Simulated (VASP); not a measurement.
The system is Al2O.

```
CELL_PARAMETERS angstrom
2.85621 0.00000 0.00000
0.00000 2.85621 0.00000
0.00000 0.00000 8.50747
ATOMIC_POSITIONS crystal
Al 0.00000 0.00000 0.82617
Al 0.00000 0.00000 0.17383
Al 0.00000 0.00000 0.50000
Al 0.50000 0.50000 0.00000
O 0.50000 0.50000 0.33195
O 0.50000 0.50000 0.66805
```

The cell was built from a structure type or drawn by symmetry, and may not be a known phase.

| Property | Result |
| --- | --- |
| Program | VASP 6.6.1 |
| Task | relaxation of cell and atoms |
| Functional | PBE |
| Potentials or basis | VASP PAW PBE potentials, release 64 (Al, O) |
| Cutoff | 600 eV |
| k mesh | 6 × 6 × 2 |
| Occupations | gaussian, width 0.1 eV |
| Spin | no spin polarisation |

At the start: pressure 12.9 GPa; volume 11.57 Å³/atom.

Q: How do energy, volume and symmetry change on relaxing?

A: Over 20 steps the energy falls by 641.3 meV/atom and the volume is 13.87 Å³/atom (+19.9 %); space group P4/mmm (No. 123, to 0.1 Å) before and after.

Step by step:
| step | energy change (eV) | largest force (eV/Å) | pressure (GPa) | volume (Å³) |
| --- | --- | --- | --- | --- |
| 1 | 0.0000 | 2.6329 | 12.88 | 69.40 |
| 2 | -1.1035 | 1.8824 | -4.83 | 79.07 |
| 3 | -1.1608 | 1.5772 | -7.90 | 81.85 |
| 4 | -1.8366 | 1.6918 | -4.76 | 78.14 |
| 5 | -1.9763 | 2.1633 | 8.02 | 72.27 |
| 6 | -2.1271 | 2.2468 | 1.61 | 74.66 |
| 7 | -2.5201 | 1.5861 | 6.27 | 73.76 |
| 8 | -2.5925 | 1.6521 | 9.40 | 73.28 |
| 9 | -3.0886 | 1.3756 | 4.73 | 76.99 |
| 10 | -3.4354 | 0.9945 | -0.22 | 81.61 |
| 11 | -3.5458 | 0.4932 | -7.17 | 91.24 |
| 12 | -3.5821 | 0.4785 | -5.19 | 87.89 |
| 13 | -3.7101 | 0.3754 | -1.93 | 85.52 |
| 14 | -3.7227 | 0.2999 | -0.16 | 84.52 |
| 15 | -3.7986 | 0.2011 | 0.75 | 83.35 |
| 16 | -3.8356 | 0.0294 | 2.34 | 81.68 |
| 17 | -3.8390 | 0.0272 | -1.56 | 84.16 |
| 18 | -3.8473 | 0.0040 | 0.20 | 83.02 |
| 19 | -3.8473 | 0.0048 | 0.13 | 83.04 |
| 20 | -3.8478 | 0.0049 | 0.02 | 83.20 |

Final structure:
```
Al O
1.0
     2.71340    0.00000    0.00000
     0.00000    2.71340    0.00000
     0.00000    0.00000   11.30106
Al O
4 2
Direct
  0.00000 0.00000 0.76535
  0.00000 0.00000 0.23465
  0.00000 0.00000 0.50000
  0.50000 0.50000 0.00000
  0.50000 0.50000 0.24634
  0.50000 0.50000 0.75366
```

Caveat: the k points lie up to 0.39 Å⁻¹ apart in the final cell, too coarse for converged energies and pressures of a metal; the volume moved by over 15 % at a fixed basis, so the end points are rough.
